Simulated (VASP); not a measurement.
**C41O: single point with PBE+D3(BJ)**

C41O, a slab with vacuum:

```xyz
42
Lattice="7.2946 0.0000 0.0000 -3.3318 7.8620 0.0000 0.0000 0.0000 23.5810" Properties=species:S:1:pos:R:3 pbc="T T T"
C     1.2689    1.3106    4.0000
C    -0.3970    5.2416    4.0000
C     4.9162    1.3106    4.0000
C     3.2504    5.2416    4.0000
C     0.7125    2.6204    4.0000
C    -0.9534    6.5515    4.0000
C     4.3598    2.6204    4.0000
C     2.6940    6.5515    4.0000
C     0.4360    3.2761    5.2325
C    -1.2299    7.2071    5.2325
C     4.0833    3.2761    5.2325
C     2.4174    7.2071    5.2325
C     1.5455    0.6549    5.2325
C    -0.1204    4.5859    5.2325
C     5.1928    0.6549    5.2325
C     3.5269    4.5859    5.2325
C     1.2651    1.3181    6.4645
C    -0.4007    5.2492    6.4645
C     4.9125    1.3181    6.4645
C     3.2466    5.2492    6.4645
C     0.7163    2.6129    6.4645
C    -0.9496    6.5439    6.4645
C     4.3636    2.6129    6.4645
C     2.6977    6.5439    6.4645
C     0.4304    3.2889    7.7020
C    -1.2355    7.2199    7.7020
C     4.0777    3.2889    7.7020
C     2.4118    7.2199    7.7020
C     1.5511    0.6421    7.7020
C    -0.1148    4.5732    7.7020
C     5.1984    0.6421    7.7020
C     3.5325    4.5732    7.7020
C     1.2324    1.3933    8.8310
C    -0.4335    5.3243    8.8310
C     4.8797    1.3933    8.8310
C     3.2138    5.3243    8.8310
C     0.7491    2.5377    8.8310
C    -0.9168    6.4687    8.8310
C     4.3964    2.5377    8.8310
C     2.7305    6.4687    8.8310
C     1.2324    1.3933   13.2810
O     1.2324    1.3933   12.1310
```

* Program: VASP 6.6.1
* Task: single point
* Functional: PBE
* Dispersion: D3(BJ)
* Potentials or basis: VASP PAW PBE potentials, release 64 (C, O)
* Cutoff: 520 eV
* k mesh: 4 × 4 × 1
* Occupations: gaussian, width 0.05 eV
* Spin: no spin polarisation
* Dipole correction: yes
* Further INCAR settings: LREAL = Auto; ALGO = Normal; EDIFF = 1e-06; NBANDS = 112

The largest force is 6.695 eV/Å, the band gap on the k mesh is 0.01 eV (least direct gap 0.03 eV) and the dispersion energy per atom is -0.113 eV.

Forces in eV/Å, atoms in the order of the input:
```
C   -2.577  6.080  1.102
C   -2.575  6.076  1.103
C   -2.575  6.077  1.103
C   -2.575  6.076  1.103
C    2.577 -6.080  1.102
C    2.575 -6.076  1.103
C    2.575 -6.077  1.103
C    2.576 -6.076  1.103
C   -0.160  0.377 -1.156
C   -0.161  0.380 -1.157
C   -0.161  0.380 -1.156
C   -0.161  0.380 -1.157
C    0.161 -0.379 -1.156
C    0.161 -0.381 -1.157
C    0.161 -0.380 -1.156
C    0.161 -0.380 -1.157
C    0.002 -0.004  0.011
C    0.002 -0.003  0.016
C    0.002 -0.005  0.016
C    0.002 -0.005  0.016
C   -0.005  0.010  0.009
C   -0.002  0.003  0.016
C   -0.002  0.005  0.016
C   -0.002  0.005  0.016
C    0.011 -0.002 -0.006
C    0.001  0.022 -0.009
C    0.002  0.020 -0.009
C    0.002  0.021 -0.009
C   -0.004 -0.015  0.011
C   -0.002 -0.021 -0.010
C   -0.002 -0.020 -0.009
C   -0.002 -0.021 -0.009
C    0.021 -0.046 -0.009
C    0.032 -0.072  0.048
C    0.034 -0.078  0.049
C    0.035 -0.078  0.048
C   -0.031  0.069  0.044
C   -0.032  0.072  0.046
C   -0.035  0.078  0.049
C   -0.034  0.078  0.048
C   -0.002  0.001 -0.737
O    0.007 -0.012  0.775
```

Levels at points of the mesh, in eV from the valence-band top:
```tsv
k point	band 82	band 83	band 84	band 85	band 86	band 87	band 88	band 89
(0.00, 0.00, 0.00)	-0.87	-0.80	-0.20	-0.02	0.04	0.58	0.64	0.74
(0.50, 0.00, 0.00)	-0.91	-0.91	-0.14	-0.13	0.24	0.25	0.83	0.84
(0.00, 0.50, 0.00)	-1.03	-1.03	-1.02	-1.02	0.58	0.58	0.61	0.61
(0.50, 0.50, 0.00)	-1.11	-1.11	-0.76	-0.76	0.48	0.48	0.70	0.70
```

Wall time 2.9 min on 1 × NVIDIA H100 80GB with 1 thread of AMD EPYC 7R13 Processor (Zen 3), with other jobs on the host, peak memory 2.4 GiB.
